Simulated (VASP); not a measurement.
# AlN in VASP: further runs

Runs on AlN. Level: r2SCAN. Tasks: single point, relaxation of the atoms.

Program: VASP 6.6.1. These are calculated values, not measurements. Logs are shortened: lines on timing, memory, paths and dates and some standing lists are left out, and cuts for length are marked.

## Step 1: The cell of the first run

The structure is hexagonal, space group P6_3mc (No. 186). The conventional cell has a = 3.200 Å, b = 3.200 Å, c = 4.890 Å, α = 90.00°, β = 90.00°, γ = 120.00°. Al (site symmetry 3m) has 4 N at 1.91 to 1.92 Å within 2.5 Å. N (site symmetry 3m) has 4 Al at 1.91 to 1.92 Å within 2.5 Å.

## Step 2: Single point, r2SCAN (biaxial strain in the a-b plane: +3.0 %, then relaxed in part)

POSCAR

```
AlN
1.0
    3.1998979654      0.0000000000      0.0000000000
   -1.5999489827      2.7711929276      0.0000000000
    0.0000000000      0.0000000000      4.8896372190
Al N
2 2
Direct
    0.6666666667      0.3333333333      0.4950593552
    0.3333333333      0.6666666667      0.9950593552
    0.6666666667      0.3333333333      0.8849406448
    0.3333333333      0.6666666667      0.3849406448
```

INCAR.step1

```
SYSTEM = AlN
PREC     = Accurate       ! precision mode
ENCUT    = 520            ! plane-wave cutoff, eV
ISMEAR   = 0              ! smearing method
SIGMA    = 0.02           ! smearing width, eV
LREAL    = .False.        ! projectors in reciprocal space
LASPH    = .True.         ! aspherical terms in the spheres
NELM     = 100            ! most SCF steps
NBANDS   = 16             ! bands
GGA      = PE             ! functional
ALGO     = Normal         ! electronic algorithm
EDIFF    = 1E-4           ! SCF threshold, eV
LWAVE    = .True.         ! write WAVECAR
LCHARG   = .False.        ! write CHGCAR
```

INCAR.step2

```
SYSTEM = AlN
PREC     = Accurate       ! precision mode
ENCUT    = 520            ! plane-wave cutoff, eV
EDIFF    = 1E-7           ! SCF threshold, eV
ISMEAR   = 0              ! smearing method
SIGMA    = 0.02           ! smearing width, eV
LREAL    = .False.        ! projectors in reciprocal space
LASPH    = .True.         ! aspherical terms in the spheres
NELM     = 100            ! most SCF steps
ALGO     = Normal         ! electronic algorithm
ISIF     = 2              ! what is computed and relaxed
LWAVE    = .False.        ! write WAVECAR
LCHARG   = .False.        ! write CHGCAR
METAGGA  = R2SCAN         ! meta-GGA
LMIXTAU  = .True.       
NBANDS   = 16             ! bands
ISTART   = 1
```

KPOINTS

```
Automatic mesh
0
Gamma
  12 12 6
  0 0 0
```

Potentials or basis: VASP PAW PBE potentials, release 64 (Al, N).

Launch:

```bash
> cat potpaw_PBE.64/Al/POTCAR potpaw_PBE.64/N/POTCAR > POTCAR
> cp INCAR.step1 INCAR
> mpirun -np 1 vasp_std > vasp.out
> cp INCAR.step2 INCAR
> mpirun -np 1 vasp_std > vasp.out
```

OUTCAR:

```text
SYSTEM = AlN
   PREC = Accurate
   ENCUT = 520
   EDIFF = 1E-7
   ISMEAR = 0
   LREAL = .False.
   LASPH = .True.
   NELM = 100
   ISIF = 2
   METAGGA = R2SCAN
   ISTART = 1

 ion  position               nearest neighbor table
   1  0.667  0.333  0.495-   3 1.91   4 1.92   4 1.92   4 1.92   2 3.06   2 3.06   2 3.06   2 3.06
                             2 3.06   2 3.06
   2  0.333  0.667  0.995-   4 1.91   3 1.92   3 1.92   3 1.92   1 3.06   1 3.06   1 3.06   1 3.06
                             1 3.06   1 3.06
   3  0.667  0.333  0.885-   1 1.91   2 1.92   2 1.92   2 1.92
   4  0.333  0.667  0.385-   2 1.91   1 1.92   1 1.92   1 1.92

  LATTYP: Found a hexagonal cell.
 ALAT       =     3.1998979654
 C/A-ratio  =     1.5280603544

  Lattice vectors:

 A1 = (   3.1998979654,   0.0000000000,   0.0000000000)
 A2 = (  -1.5999489827,   2.7711929276,   0.0000000000)
 A3 = (   0.0000000000,   0.0000000000,   4.8896372190)

Analysis of symmetry for initial positions (statically):
=====================================================================
 Subroutine PRICEL returns:
 Original cell was already a primitive cell.

 Routine SETGRP: Setting up the symmetry group for a
 hexagonal supercell.

 Subroutine GETGRP returns: Found 12 space group operations
 (whereof  6 operations were pure point group operations)
 out of a pool of 24 trial point group operations.

The static configuration has the point symmetry C_3v.
 The point group associated with its full space group is C_6v.

Analysis of symmetry for dynamics (positions and initial velocities):
=====================================================================
 Subroutine PRICEL returns:
 Original cell was already a primitive cell.

 Routine SETGRP: Setting up the symmetry group for a
 hexagonal supercell.

 Subroutine GETGRP returns: Found 12 space group operations
 (whereof  6 operations were pure point group operations)
 out of a pool of 24 trial point group operations.

The dynamic configuration has the point symmetry C_3v.
 The point group associated with its full space group is C_6v.

 Subroutine INISYM returns: Found 12 space group operations
 (whereof  6 operations are pure point group operations),
 and found     1 'primitive' translations

----------------------------------------------------------------------------------------

                                     Primitive cell

  volume of cell :      43.3590

[... 88 lines left out ...]
   LSORBIT =      F    spin-orbit coupling
   LASPH  =      T    aspherical Exc in radial PAW
   ENCUT  =  520.0 eV  38.22 Ry    6.18 a.u.   5.95  5.95  9.09*2*pi/ulx,y,z
   NELM   =    100;   NELMIN=  2; NELMDL=  0     # of ELM steps
   EDIFF  = 0.1E-06   stopping-criterion for ELM
   LREAL  =      F    real-space projection
   EDIFFG = 0.1E-05   stopping-criterion for IOM
   NSW    =      0    number of steps for IOM
   IBRION =     -1    ionic relax: 0-MD 1-quasi-New 2-CG
   NFREE  =      0    steps in history (QN), initial steepest desc. (CG)
   ISIF   =      2    stress and relaxation
   ISYM   =      2    0-nonsym 1-usesym 2-fastsym
   POTIM  = 0.5000    time-step for ionic-motion
   TEBEG  =    0.0;   TEEND  =   0.0 temperature during run
   PSTRESS=    0.0 pullay stress
   NELECT =      16.0000    total number of electrons
   NUPDOWN=      -1.0000    fix difference up-down
   EMIN   =  10.00;   EMAX   =-10.00  energy-range for DOS
   EFERMI =   0.00;   METHOD = LEGACY
   ISMEAR =     0;   SIGMA  =   0.02  broadening in eV -4-tet -1-fermi 0-gaus
   EFERMI_NEDOS =   21; number of points for ismear=-14 and -15
   IALGO  =     38    algorithm
   IMIX   =      4    mixing-type and parameters
     AMIX     =   0.40;   BMIX     =  1.00
     AMIX_MAG =   1.60;   BMIX_MAG =  1.00
  volume/ion in A,a.u.               =      10.84        73.15
  Fermi-wavevector in a.u.,A,eV,Ry     =   1.174235  2.218982 18.760088  1.378828
  Thomas-Fermi vector in A             =   2.310635
   LORBIT       =      0    0 simple, 1 ext, 2 COOP (PROOUT), +10 PAW based schemes
   METAGGA = R2SCAN    functional components
   LHFCALC =     F    Hartree Fock is set to
   AEXX    =    0.0000 exact exchange contribution
   IVDW    =     0    specifies the selected vdW correction
   LEPSILON=     F    determine dielectric tensor
   LRPA    =     F    only Hartree local field effects (RPA)
 non-spin polarized calculation
 Gauss-broadening in eV      SIGMA  =   0.02
  energy-cutoff  :      520.00
  volume of cell :       43.36
 maximum number of plane-waves:      1188
 NGX is ok and might be reduce to    24
   NGX = 11   NGY = 11   NGZ = 19

 number of electron      16.0000003 magnetization

 Free energy of the ion-electron system (eV)
  ---------------------------------------------------
  ext. energy  EPLUGINS =         0.00000000
  ---------------------------------------------------
  free energy    TOTEN  =       -38.34748469 eV

  energy without entropy =      -38.34748469  energy(sigma->0) =      -38.34748469

 E-fermi :   5.9423     XC(G=0): -11.2341

 val. band max:        5.8063005394   @ k =   0.0000   0.0000   0.0000
 cond. band min:      10.0898263184   @ k =   0.0000   0.0000   0.0000
 fundamental gap:      4.2835257790
 Fermi energy:         5.9423174060

 k-point     1 :       0.0000    0.0000    0.0000
  band No.  band energies     occupation
      1     -10.2026      2.00000
      2      -8.0066      2.00000
      3      -0.1837      2.00000
      4       4.4430      2.00000
      5       4.4430      2.00000
      6       5.2388      2.00000
[... 433 lines left out ...]
      3       0.6677      2.00000
      4       1.7095      2.00000
      5       2.3433      2.00000
      6       3.5649      2.00000
[... 8 lines left out ...]
     15      18.7440      0.00000
     16      20.1915      0.00000

 [... further k-points ...]
[... 5 lines left out ...]
  --------------------------------------------------------------------------------------
  -------------------------------------------------------------------------------------
  Total       -3.6197473     -3.6197473     -0.0846312      0.0000000      0.0000000      0.0000000
  in kB     -133.7547787   -133.7547787     -3.1272409      0.0000000      0.0000000      0.0000000
  external PRESSURE =     -90.2122661 kB  Pullay stress =       0.0000000 kB

 VOLUME and BASIS-vectors are now :
 -----------------------------------------------------------------------------
  energy-cutoff  :      520.00
  volume of cell :       43.36
      direct lattice vectors                 reciprocal lattice vectors
     3.199897965  0.000000000  0.000000000     0.312509965  0.180427712  0.000000000
    -1.599948983  2.771192928  0.000000000     0.000000000  0.360855424  0.000000000
     0.000000000  0.000000000  4.889637219     0.000000000  0.000000000  0.204514150

 POSITION                                       TOTAL-FORCE (eV/Angst)
 -----------------------------------------------------------------------------------
      1.59995      0.92373      2.42066        -0.000000      0.000000     -0.002703
     -0.00000      1.84746      4.86548        -0.000000     -0.000000     -0.002703
      1.59995      0.92373      4.32704         0.000000     -0.000000      0.002703
     -0.00000      1.84746      1.88222         0.000000      0.000000      0.002703
 -----------------------------------------------------------------------------------
    total drift:                               -0.000000      0.000000     -0.009692

  FREE ENERGIE OF THE ION-ELECTRON SYSTEM (eV)
  ---------------------------------------------------
  free  energy   TOTEN  =       -38.3474846889 eV

  energy  without entropy=      -38.3474846889  energy(sigma->0) =      -38.34748469
```

Wall time 90 s (1 thread of Intel Xeon Platinum 8488C (Sapphire Rapids), shared host); peak memory 0.18 GiB.

Results:

```yaml
Free_energy: -38.3475 eV
Pressure: -9.0 GPa
Band_gap_on_the_k_mesh: 4.28 eV, direct
```

Forces in eV/Å, atoms in the order of the input:
```
Al   0.000  0.000 -0.003
Al   0.000  0.000 -0.003
N    0.000  0.000  0.003
N    0.000  0.000  0.003
```

Caveat: the cell differs from its parent crystal (biaxial strain in the a-b plane: +3.0 %, then relaxed in part); the PAW data sets were made with another functional, which shifts forces and pressure a little.

## Step 3: Relaxation of the atoms, r2SCAN (shear of c along a, cell held: +1.5 %)

POSCAR

```
AlN
1.0
    3.1066984497      0.0000000000      0.0000000000
   -1.5533492249      2.6904797793      0.0000000000
    0.0746784519      0.0000000000      4.9785634599
Al N
2 2
Direct
    0.6666666667      0.3333333333      0.4992046289
    0.3333333333      0.6666666667      0.9992046289
    0.6666666667      0.3333333333      0.8807953711
    0.3333333333      0.6666666667      0.3807953711
```

INCAR.step1

```
  ALGO = Normal
  EDIFF = 1E-4
  ENCUT = 520
  GGA = PE
  ISMEAR = 0
  LASPH = True
  LCHARG = False
  LREAL = False
  LWAVE = True
  NELM = 100
  PREC = Accurate
  SIGMA = 0.02
```

INCAR.step2

```
  ALGO = Normal
  EDIFF = 1E-6
  EDIFFG = -0.008
  ENCUT = 520
  IBRION = 2
  ISIF = 2
  ISMEAR = 0
  ISTART = 1
  LASPH = True
  LCHARG = False
  LMIXTAU = True
  LREAL = False
  LWAVE = False
  METAGGA = R2SCAN
  NELM = 100
  NSW = 60
  PREC = Accurate
  SIGMA = 0.02
```

KPOINTS

```
k-points
0
Gamma
  9 9 6
```

Potentials or basis: VASP PAW PBE potentials, release 64 (Al, N).

Launch:

```bash
> cat potpaw_PBE.64/Al/POTCAR potpaw_PBE.64/N/POTCAR > POTCAR
> cp INCAR.step1 INCAR
> mpirun -np 1 vasp_std > vasp.out
> cp INCAR.step2 INCAR
> mpirun -np 1 vasp_std > vasp.out
```

Run time: 8.5 min. Hardware: 1 thread of Oxide Virtual Turin-like, shared host; peak memory 0.17 GiB.

The run converged. Its results:

```yaml
Free_energy: -38.4528 eV
Energy_gained_by_relaxing: 0.1 meV/atom
Ionic_steps: 3
Pressure_after_relaxing: -0.4 GPa
Band_gap_on_the_k_mesh: 4.91 eV, direct
```

Forces in eV/Å, atoms in the order of the input:
```
Al   0.002  0.002  0.000
Al   0.002 -0.002  0.000
N   -0.002  0.001  0.000
N   -0.002 -0.001  0.000
```

Stress tensor (GPa, compression positive):
```
-0.45  0.00 -1.86
 0.00 -0.38  0.00
-1.86  0.00 -0.35
```

The path:
```
step  energy change (eV)  largest force (eV/Å)  pressure (GPa)
   1              0.0000                0.0788           -0.39
   2             -0.0003                0.0406           -0.40
   3             -0.0004                0.0029           -0.39
```

Final structure:
```yaml
crystal:
  lattice:
    - [3.10670, 0.00000, 0.00000]
    - [-1.55335, 2.69048, 0.00000]
    - [0.07468, 0.00000, 4.97856]
  atoms:
    - { symbol: Al, position: [0.66584, 0.33329, 0.49921] }
    - { symbol: Al, position: [0.33254, 0.66671, 0.99921] }
    - { symbol: N, position: [0.66745, 0.33328, 0.88079] }
    - { symbol: N, position: [0.33417, 0.66672, 0.38079] }
```

Levels at points of the mesh, in eV from the valence-band top:
```csv
k point,band 4,band 5,band 6,band 7,band 8,band 9,band 10,band 11,band 12
"(0.00, 0.00, 0.00)",-0.89,-0.89,-0.24,-0.23,0.00,4.91,7.53,11.60,12.03
"(0.00, 0.00, 0.50)",-3.38,-0.60,-0.60,-0.55,-0.55,7.25,7.25,11.30,11.30
```

Caveat: the cell differs from its parent crystal (shear of c along a, cell held: +1.5 %); the PAW data sets were made with another functional, which shifts forces and pressure a little. A k mesh can miss the band edges.
